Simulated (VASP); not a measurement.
# Sn2PbO3 (P4mm) in VASP: single point with PBE

Aim: the single point of Sn2PbO3 with PBE.

All numbers are computed with VASP 6.6.1; they aren't measurements. Logs are shortened: lines on timing, memory, paths and dates and some standing lists are left out, and cuts for length are marked.

## 1. The cell of the first run

It takes space group P4mm (No. 99, tetragonal). Conventional cell: a = 3.920 Å, b = 3.920 Å, c = 15.663 Å, α = 90.00°, β = 90.00°, γ = 90.00°. Sn (site symmetry 4mm) has 4 O at 2.29 Å within 3.0 Å. Within 3.0 Å of Sn (site symmetry 4mm) lie 4 O at 2.24 Å. Within 3.0 Å of Sn (site symmetry 4mm) lie 4 O at 2.24 Å. Sn (site symmetry 4mm) has 4 O at 2.24 Å within 3.0 Å. Within 3.1 Å of Pb (site symmetry 4mm) lie 4 O at 2.35 Å. Within 3.1 Å of Pb (site symmetry 4mm) lie 4 O at 2.35 Å. O (site symmetry 2mm) has 2 Sn at 2.24 Å and 2 Pb at 2.35 Å and 4 O at 2.77 Å within 3.0 Å. O (site symmetry 2mm) has 4 Sn at 2.24 to 2.29 Å and 4 O at 2.77 Å within 3.0 Å.

## 2. Single point, PBE

The input, INCAR:

```
SYSTEM = Sn2PbO3
  PREC = Accurate
  ENCUT = 600
  EDIFF = 1E-6
  ISMEAR = 0
  SIGMA = 0.02
  LREAL = .False.
  LASPH = .True.
  NELM = 120
  ALGO = Normal
  ISIF = 2
  LWAVE = .False.
  LCHARG = .False.
  GGA = PE
  NBANDS = 72
  GGA_COMPAT = .False.
```

The input, KPOINTS:

```
regular mesh
0
Gamma
  8 8 2
  0 0 0
```

The input, POSCAR:

```
Sn2PbO3
1.0
    3.9199134512      0.0000000000      0.0000000000
    0.0000000000      3.9199134512      0.0000000000
    0.0000000000      0.0000000000     15.6629372894
Sn Pb O
4 2 6
Direct
    0.5000000000      0.5000000000      0.4148716351
    0.0000000000      0.0000000000      0.2688530059
    0.0000000000      0.0000000000      0.5863640554
    0.0000000000      0.0000000000      0.9277651880
    0.5000000000      0.5000000000      0.0798817941
    0.5000000000      0.5000000000      0.7383187418
    0.0000000000      0.5000000000      0.9973565073
    0.0000000000      0.5000000000      0.3387339408
    0.0000000000      0.5000000000      0.6558823416
    0.5000000000      0.0000000000      0.9973565073
    0.5000000000      0.0000000000      0.3387339408
    0.5000000000      0.0000000000      0.6558823416
```

Potentials or basis: VASP PAW PBE potentials, release 64 (Sn_d, Pb_d, O).

The run is started by

```bash
$ cat potpaw_PBE.64/Sn_d/POTCAR potpaw_PBE.64/Pb_d/POTCAR potpaw_PBE.64/O/POTCAR > POTCAR
$ mpirun -np 1 vasp_std > vasp.out
```

OUTCAR:

```text
SYSTEM = Sn2PbO3
   PREC = Accurate
   ENCUT = 600
   EDIFF = 1E-6
   ISMEAR = 0
   LREAL = .False.
   LASPH = .True.
   NELM = 120
   ISIF = 2
   GGA = PE

 ion  position               nearest neighbor table
   1  0.500  0.500  0.415-   8 2.29  11 2.29  11 2.29   8 2.29   2 3.59   2 3.59   2 3.59   2 3.59

   2  0.000  0.000  0.269-   8 2.24  11 2.24   8 2.24  11 2.24   1 3.59   1 3.59   1 3.59   1 3.59

   3  0.000  0.000  0.586-   9 2.24  12 2.24   9 2.24  12 2.24   6 3.65   6 3.65   6 3.65   6 3.65
[... 7 lines left out ...]
   7  0.000  0.500  0.997-   4 2.24   4 2.24   5 2.35   5 2.35
   8  0.000  0.500  0.339-   2 2.24   2 2.24   1 2.29   1 2.29
   9  0.000  0.500  0.656-   3 2.24   3 2.24   6 2.35   6 2.35
  10  0.500  0.000  0.997-   4 2.24   4 2.24   5 2.35   5 2.35
  11  0.500  0.000  0.339-   2 2.24   2 2.24   1 2.29   1 2.29
  12  0.500  0.000  0.656-   3 2.24   3 2.24   6 2.35   6 2.35

  LATTYP: Found a simple tetragonal cell.
 ALAT       =     3.9199134512
 C/A-ratio  =     3.9957354887

  Lattice vectors:

 A1 = (   3.9199134512,   0.0000000000,   0.0000000000)
 A2 = (   0.0000000000,   3.9199134512,   0.0000000000)
 A3 = (   0.0000000000,   0.0000000000,  15.6629372894)

Analysis of symmetry for initial positions (statically):
=====================================================================
 Subroutine PRICEL returns:
 Original cell was already a primitive cell.

 Routine SETGRP: Setting up the symmetry group for a
 simple tetragonal supercell.

 Subroutine GETGRP returns: Found  8 space group operations
 (whereof  8 operations were pure point group operations)
 out of a pool of 16 trial point group operations.

The static configuration has the point symmetry C_4v.

Analysis of symmetry for dynamics (positions and initial velocities):
=====================================================================
 Subroutine PRICEL returns:
 Original cell was already a primitive cell.

 Routine SETGRP: Setting up the symmetry group for a
 simple tetragonal supercell.

 Subroutine GETGRP returns: Found  8 space group operations
 (whereof  8 operations were pure point group operations)
 out of a pool of 16 trial point group operations.

The dynamic configuration has the point symmetry C_4v.

 Subroutine INISYM returns: Found  8 space group operations
 (whereof  8 operations are pure point group operations),
 and found     1 'primitive' translations

----------------------------------------------------------------------------------------

                                     Primitive cell

  volume of cell :     240.6723

[... 124 lines left out ...]
   EFERMI_NEDOS =   21; number of points for ismear=-14 and -15
   IALGO  =     38    algorithm
   IMIX   =      4    mixing-type and parameters
     AMIX     =   0.40;   BMIX     =  1.00
     AMIX_MAG =   1.60;   BMIX_MAG =  1.00
  volume/ion in A,a.u.               =      20.06       135.34
  Fermi-wavevector in a.u.,A,eV,Ry     =   1.298155  2.453157 22.928622  1.685206
  Thomas-Fermi vector in A             =   2.429501
   LORBIT       =      0    0 simple, 1 ext, 2 COOP (PROOUT), +10 PAW based schemes
   GGA     = PE    functional components
   LHFCALC =     F    Hartree Fock is set to
   AEXX    =    0.0000 exact exchange contribution
   IVDW    =     0    specifies the selected vdW correction
   LEPSILON=     F    determine dielectric tensor
   LRPA    =     F    only Hartree local field effects (RPA)
 non-spin polarized calculation
 Gauss-broadening in eV      SIGMA  =   0.02
  energy-cutoff  :      600.00
  volume of cell :      240.67
 maximum number of plane-waves:      8064
 NGX is ok and might be reduce to    32
   NGX = 15   NGY = 15   NGZ = 63

 number of electron     119.9999947 magnetization

 Free energy of the ion-electron system (eV)
  ---------------------------------------------------
  ext. energy  EPLUGINS =         0.00000000
  ---------------------------------------------------
  free energy    TOTEN  =       -66.99300648 eV

  energy without entropy =      -66.99300648  energy(sigma->0) =      -66.99300648

 E-fermi :   5.5333     XC(G=0):  -9.5967

 val. band max:        5.4125549890   @ k =   0.1250   0.0000   0.0000
 cond. band min:       6.2650564456   @ k =   0.5000   0.5000   0.0000
 fundamental gap:      0.8525014566
 Fermi energy:         5.5333106827

 k-point     1 :       0.0000    0.0000    0.0000
  band No.  band energies     occupation
      1     -16.2396      2.00000
      2     -15.9208      2.00000
      3     -15.9208      2.00000
      4     -15.9080      2.00000
      5     -15.8998      2.00000
      6     -15.8497      2.00000
[... 1789 lines left out ...]
     71      10.8224      0.00000
     72      10.8555      0.00000

 [... further k-points ...]

------------------------ aborting loop because EDIFF is reached ----------------------------------------

  FORCE on cell =-STRESS in cart. coord.  units (eV):
  Direction    XX          YY          ZZ          XY          YZ          ZX
  --------------------------------------------------------------------------------------
  -------------------------------------------------------------------------------------
  Total        0.0912608      0.0912608      0.1407837      0.0000000      0.0000000      0.0000000
  in kB        0.6075314      0.6075314      0.9372099      0.0000000      0.0000000      0.0000000
  external PRESSURE =       0.7174242 kB  Pullay stress =       0.0000000 kB

 VOLUME and BASIS-vectors are now :
 -----------------------------------------------------------------------------
  energy-cutoff  :      600.00
  volume of cell :      240.67
      direct lattice vectors                 reciprocal lattice vectors
     3.919913451  0.000000000  0.000000000     0.255107673  0.000000000  0.000000000
     0.000000000  3.919913451  0.000000000     0.000000000  0.255107673  0.000000000
     0.000000000  0.000000000 15.662937289     0.000000000  0.000000000  0.063844985

 POSITION                                       TOTAL-FORCE (eV/Angst)
 -----------------------------------------------------------------------------------
      1.95996      1.95996      6.49811        -0.000000      0.000000      0.080459
      0.00000      0.00000      4.21103        -0.000000     -0.000000     -0.065684
      0.00000      0.00000      9.18418        -0.000000     -0.000000     -0.059756
      0.00000      0.00000     14.53153         0.000000     -0.000000     -0.062055
      1.95996      1.95996      1.25118        -0.000000     -0.000000      0.042509
      1.95996      1.95996     11.56424        -0.000000     -0.000000      0.040681
      0.00000      1.95996     15.62153        -0.000000     -0.000000      0.010390
      0.00000      1.95996      5.30557        -0.000000     -0.000000     -0.007359
      0.00000      1.95996     10.27304        -0.000000     -0.000000      0.008892
      1.95996      0.00000     15.62153        -0.000000     -0.000000      0.010390
      1.95996      0.00000      5.30557         0.000000     -0.000000     -0.007359
      1.95996      0.00000     10.27304        -0.000000     -0.000000      0.008892
 -----------------------------------------------------------------------------------
    total drift:                                0.000000     -0.000000      0.000224

  FREE ENERGIE OF THE ION-ELECTRON SYSTEM (eV)
  ---------------------------------------------------
  free  energy   TOTEN  =       -66.9930064771 eV

  energy  without entropy=      -66.9930064771  energy(sigma->0) =      -66.99300648
```

Run time: 24 min. Hardware: 1 thread of Intel Xeon 8259CL, shared host; peak memory 0.67 GiB.

Results:

```yaml
Free_energy: -66.9930 eV
Pressure: 0.1 GPa
Largest_force: 0.080 eV/Å
Band_gap_on_the_k_mesh: 0.85 eV (least direct gap 1.53 eV)
```

Forces on the atoms (eV/Å):
```
Sn   0.000  0.000  0.080
Sn   0.000  0.000 -0.066
Sn   0.000  0.000 -0.060
Sn   0.000  0.000 -0.062
Pb   0.000  0.000  0.043
Pb   0.000  0.000  0.041
O    0.000  0.000  0.010
O    0.000  0.000 -0.007
O    0.000  0.000  0.009
O    0.000  0.000  0.010
O    0.000  0.000 -0.007
O    0.000  0.000  0.009
```

Caveat: spin-orbit coupling is left out, which moves the levels of the heavy elements.
